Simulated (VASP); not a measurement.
# CdTe (F-43m) in VASP: single point with PBEsol

Aim: the single point of CdTe with PBEsol.

Program: VASP 6.6.1. These are calculated values, not measurements. Logs are shortened: lines on timing, memory, paths and dates and some standing lists are left out, and cuts for length are marked.

## Step 1: The cell of the first run

The structure is cubic, space group F-43m (No. 216). Conventional cell: a = 6.320 Å, b = 6.320 Å, c = 6.320 Å, α = 90.00°, β = 90.00°, γ = 90.00°. Cd (site symmetry -43m) has 4 Te at 2.74 Å within 3.6 Å. Te (site symmetry -43m) has 4 Cd at 2.74 Å within 3.6 Å.

## Step 2: Single point, PBEsol, non-collinear spin, zero start, spin-orbit coupling

The input, INCAR:

```
SYSTEM = CdTe
PREC     = Accurate       ! precision mode
ENCUT    = 520            ! plane-wave cutoff, eV
EDIFF    = 1E-7           ! SCF threshold, eV
ISMEAR   = 0              ! smearing method
SIGMA    = 0.01           ! smearing width, eV
LREAL    = .FALSE.        ! projectors in reciprocal space
LASPH    = .TRUE.         ! aspherical terms in the spheres
NELM     = 150            ! most SCF steps
ALGO     = Normal         ! electronic algorithm
ISIF     = 2              ! what is computed and relaxed
LWAVE    = .FALSE.        ! write WAVECAR
LCHARG   = .FALSE.        ! write CHGCAR
MAGMOM   = 0 0 0 0 0 0    ! initial moments
LORBIT   = 11             ! projections on sites
LSORBIT  = .TRUE.         ! spin-orbit coupling
GGA_COMPAT= .FALSE.      
LORBMOM  = .TRUE.       
GGA      = PS             ! functional
NBANDS   = 30             ! bands
```

The input, KPOINTS:

```
regular mesh
0
G
  6 6 6
  0 0 0
```

The input, POSCAR:

```
CdTe
1.0
    3.1598818372      3.1598818372      0.0000000000
   -3.1598818372      3.1598818372      0.0000000000
    0.0000000000      3.1598818372      3.1598818372
Cd Te
1 1
Direct
    0.0000000000      0.0000000000      0.0000000000
    0.7500000000      0.2500000000      0.5000000000
```

Potentials or basis: VASP PAW PBE potentials, release 64 (Cd, Te).

On the command line:

```console
$ cat potpaw_PBE.64/Cd/POTCAR potpaw_PBE.64/Te/POTCAR > POTCAR
$ mpirun -np 1 vasp_ncl > vasp.out
```

OUTCAR:

```text
SYSTEM = CdTe
   PREC = Accurate
   ENCUT = 520
   EDIFF = 1E-7
   ISMEAR = 0
   LREAL = .FALSE.
   LASPH = .TRUE.
   NELM = 150
   ISIF = 2
   LORBIT = 11
   LSORBIT = .TRUE.
   GGA = PS

 ion  position               nearest neighbor table
   1  0.000  0.000  0.000-   2 2.74   2 2.74   2 2.74   2 2.74
   2  0.750  0.250  0.500-   1 2.74   1 2.74   1 2.74   1 2.74

  LATTYP: Found a face centered cubic cell.
 ALAT       =     6.3197636744

  Lattice vectors:

 A1 = (   0.0000000000,   3.1598818372,   3.1598818372)
 A2 = (   3.1598818372,   0.0000000000,   3.1598818372)
 A3 = (   3.1598818372,   3.1598818372,   0.0000000000)

Analysis of symmetry for initial positions (statically):
=====================================================================
 Subroutine PRICEL returns:
 Original cell was already a primitive cell.

 Routine SETGRP: Setting up the symmetry group for a
 face centered cubic supercell.

 Subroutine GETGRP returns: Found 24 space group operations
 (whereof 24 operations were pure point group operations)
 out of a pool of 48 trial point group operations.

The static configuration has the point symmetry T_d .

Analysis of symmetry for dynamics (positions and initial velocities):
=====================================================================
 Subroutine PRICEL returns:
 Original cell was already a primitive cell.

 Routine SETGRP: Setting up the symmetry group for a
 face centered cubic supercell.

 Subroutine GETGRP returns: Found 24 space group operations
 (whereof 24 operations were pure point group operations)
 out of a pool of 48 trial point group operations.

The dynamic configuration has the point symmetry T_d .

Analysis of structural, dynamic, and magnetic symmetry:
=====================================================================
 Subroutine PRICEL returns:
 Original cell was already a primitive cell.

 Routine SETGRP: Setting up the symmetry group for a
 face centered cubic supercell.

 Subroutine GETGRP returns: Found 24 space group operations
 (whereof 24 operations were pure point group operations)
 out of a pool of 48 trial point group operations.

The overall configuration has the point symmetry T_d .

 Subroutine INISYM returns: Found 24 space group operations
 (whereof 24 operations are pure point group operations),
 and found     1 'primitive' translations

----------------------------------------------------------------------------------------

                                     Primitive cell

  volume of cell :      63.1019

  direct lattice vectors                    reciprocal lattice vectors
     3.159881837  3.159881837  0.000000000     0.158233765  0.158233765 -0.158233765
    -3.159881837  3.159881837  0.000000000    -0.158233765  0.158233765 -0.158233765
     0.000000000  3.159881837  3.159881837     0.000000000  0.000000000  0.316467530

  length of vectors
     4.468747750  4.468747750  4.468747750     0.274068920  0.274068920  0.316467530

  position of ions in fractional coordinates (direct lattice)
     0.000000000  0.000000000  0.000000000
     0.750000000  0.250000000  0.500000000

  ion indices of the primitive-cell ions
   primitive index   ion index
                 1           1
                 2           2

----------------------------------------------------------------------------------------

 KPOINTS: regular mesh

Automatic generation of k-mesh.
 Grid dimensions read from file:
 generate k-points for:    6    6    6

 Generating k-lattice:

  Cartesian coordinates                     Fractional coordinates (reciprocal lattice)
     0.026372294  0.026372294 -0.026372294     0.166666667  0.000000000  0.000000000
    -0.026372294  0.026372294 -0.026372294     0.000000000  0.166666667  0.000000000
     0.000000000  0.000000000  0.052744588     0.000000000  0.000000000  0.166666667

[... 92 lines left out ...]

 number of electron      18.0000004 magnetization      -0.0000000     -0.0000000      0.0000000

 number of electron      18.0000004 magnetization       0.0000000     -0.0000000      0.0000000

 Free energy of the ion-electron system (eV)
  ---------------------------------------------------
  ext. energy  EPLUGINS =         0.00000000
  ---------------------------------------------------
  free energy    TOTEN  =        -5.54263204 eV

  energy without entropy =       -5.54263204  energy(sigma->0) =       -5.54263204

 E-fermi :   3.2546     XC(G=0):  -9.1195

 val. band max:        3.2138574345   @ k =   0.0000   0.0000   0.0000
 cond. band min:       3.8279910127   @ k =   0.0000   0.0000   0.0000
 fundamental gap:      0.6141335782
 Fermi energy:         3.2545936925

 k-point     1 :       0.0000    0.0000    0.0000
  band No.  band energies     occupation
      1      -8.7357      1.00000
      2      -8.7357      1.00000
      3      -5.9117      1.00000
      4      -5.9117      1.00000
      5      -5.9117      1.00000
      6      -5.9117      1.00000
[... 715 lines left out ...]
     29      14.2235      0.00000
     30      14.3151      0.00000

------------------------ aborting loop because EDIFF is reached ----------------------------------------

  FORCE on cell =-STRESS in cart. coord.  units (eV):
  Direction    XX          YY          ZZ          XY          YZ          ZX
  --------------------------------------------------------------------------------------
  -------------------------------------------------------------------------------------
  Total        1.6712335      1.6712335      1.6712335      0.0000000     -0.0000000      0.0000000
  in kB       42.4331409     42.4331409     42.4331409      0.0000000     -0.0000000      0.0000000
  external PRESSURE =      42.4331409 kB  Pullay stress =       0.0000000 kB

 VOLUME and BASIS-vectors are now :
 -----------------------------------------------------------------------------
  energy-cutoff  :      520.00
  volume of cell :       63.10
      direct lattice vectors                 reciprocal lattice vectors
     3.159881837  3.159881837  0.000000000     0.158233765  0.158233765 -0.158233765
    -3.159881837  3.159881837  0.000000000    -0.158233765  0.158233765 -0.158233765
     0.000000000  3.159881837  3.159881837     0.000000000  0.000000000  0.316467530

 POSITION                                       TOTAL-FORCE (eV/Angst)
 -----------------------------------------------------------------------------------
      0.00000      0.00000      0.00000        -0.000000     -0.000000      0.000000
      1.57994      4.73982      1.57994         0.000000      0.000000      0.000000
 -----------------------------------------------------------------------------------
    total drift:                                0.000000     -0.000000      0.000000

  FREE ENERGIE OF THE ION-ELECTRON SYSTEM (eV)
  ---------------------------------------------------
  free  energy   TOTEN  =        -5.5426320388 eV

  energy  without entropy=       -5.5426320387  energy(sigma->0) =       -5.54263204

 orbital moment (x)

 # of ion     p       d       tot
 ----------------------------------------
  1         0.000  -0.000  -0.000
  2         0.000   0.000   0.000
 ----------------------------------------
            0.000  -0.000  -0.000

 orbital moment (y)

 # of ion     p       d       tot
 ----------------------------------------
  1        -0.000   0.000   0.000
  2         0.000  -0.000   0.000
 ----------------------------------------
           -0.000   0.000   0.000

 orbital moment (z)

 # of ion     p       d       tot
 ----------------------------------------
  1         0.000  -0.000  -0.000
  2         0.000  -0.000  -0.000
 ----------------------------------------
            0.000  -0.000  -0.000

 Spin-Orbit-Coupling matrix elements

 Ion:    1  E_soc:     -0.0635668
 l=   1
     0.0000000    -0.0035358    -0.0035358
    -0.0035358     0.0000000    -0.0035358
    -0.0035358    -0.0035358     0.0000000
 l=   2
     0.0000000    -0.0014254     0.0000000    -0.0014254    -0.0056333
    -0.0014254     0.0000000    -0.0042250    -0.0014254    -0.0014083
     0.0000000    -0.0042250     0.0000000    -0.0042250     0.0000000
    -0.0014254    -0.0014254    -0.0042250     0.0000000    -0.0014083
    -0.0056333    -0.0014083     0.0000000    -0.0014083     0.0000000
 l=   3
     0.0000000     0.0000000     0.0000000     0.0000000     0.0000000     0.0000000     0.0000000
     0.0000000     0.0000000     0.0000000     0.0000000     0.0000000     0.0000000     0.0000000
     0.0000000     0.0000000     0.0000000     0.0000000     0.0000000     0.0000000     0.0000000
     0.0000000     0.0000000     0.0000000     0.0000000     0.0000000     0.0000000     0.0000000
     0.0000000     0.0000000     0.0000000     0.0000000     0.0000000     0.0000000     0.0000000
     0.0000000     0.0000000     0.0000000     0.0000000     0.0000000     0.0000000     0.0000000
     0.0000000     0.0000000     0.0000000     0.0000000     0.0000000     0.0000000     0.0000000

 Ion:    2  E_soc:     -0.1910533
 l=   1
     0.0000000    -0.0317516    -0.0317516
    -0.0317516     0.0000000    -0.0317516
    -0.0317516    -0.0317516     0.0000000
 l=   2
     0.0000000    -0.0000346     0.0000000    -0.0000346    -0.0000561
    -0.0000346     0.0000000    -0.0000420    -0.0000346    -0.0000140
     0.0000000    -0.0000420     0.0000000    -0.0000420     0.0000000
    -0.0000346    -0.0000346    -0.0000420     0.0000000    -0.0000140
    -0.0000561    -0.0000140     0.0000000    -0.0000140     0.0000000
 l=   3
     0.0000000     0.0000000     0.0000000     0.0000000     0.0000000     0.0000000     0.0000000
     0.0000000     0.0000000     0.0000000     0.0000000     0.0000000     0.0000000     0.0000000
     0.0000000     0.0000000     0.0000000     0.0000000     0.0000000     0.0000000     0.0000000
     0.0000000     0.0000000     0.0000000     0.0000000     0.0000000     0.0000000     0.0000000
     0.0000000     0.0000000     0.0000000     0.0000000     0.0000000     0.0000000     0.0000000
     0.0000000     0.0000000     0.0000000     0.0000000     0.0000000     0.0000000     0.0000000
     0.0000000     0.0000000     0.0000000     0.0000000     0.0000000     0.0000000     0.0000000

 total charge

# of ion       s       p       d       tot
------------------------------------------
    1        0.487   0.367   9.526  10.380
    2        1.348   2.087   0.027   3.462
--------------------------------------------------
tot          1.835   2.454   9.553  13.843

 magnetization (x)

# of ion       s       p       d       tot
------------------------------------------
    1       -0.000   0.000   0.000  -0.000
    2        0.000  -0.000   0.000  -0.000
--------------------------------------------------
tot         -0.000  -0.000   0.000  -0.000

 magnetization (y)

# of ion       s       p       d       tot
------------------------------------------
    1        0.000   0.000   0.000   0.000
    2       -0.000   0.000   0.000  -0.000
--------------------------------------------------
tot          0.000   0.000   0.000   0.000

 magnetization (z)

# of ion       s       p       d       tot
------------------------------------------
    1        0.000  -0.000   0.000   0.000
    2       -0.000   0.000   0.000  -0.000
--------------------------------------------------
tot          0.000  -0.000   0.000   0.000
```

Wall time 57 s (1 thread of Intel Xeon 6975P-C (Granite Rapids), shared host); peak memory 0.4 GiB.

What came out:

```yaml
Free_energy: -5.5426 eV
Pressure: 4.2 GPa
Net_moment: 0.00 μB per cell
Valence_electrons_inside_the_program's_atomic_spheres: Cd 10.38; Te 3.46
```

Moments on the atoms (μB; x, y, z):
```
Cd  0.00 0.00 0.00
Te  0.00 0.00 0.00
```

Caveat: the PAW data sets were made with another functional, which shifts forces and pressure a little.
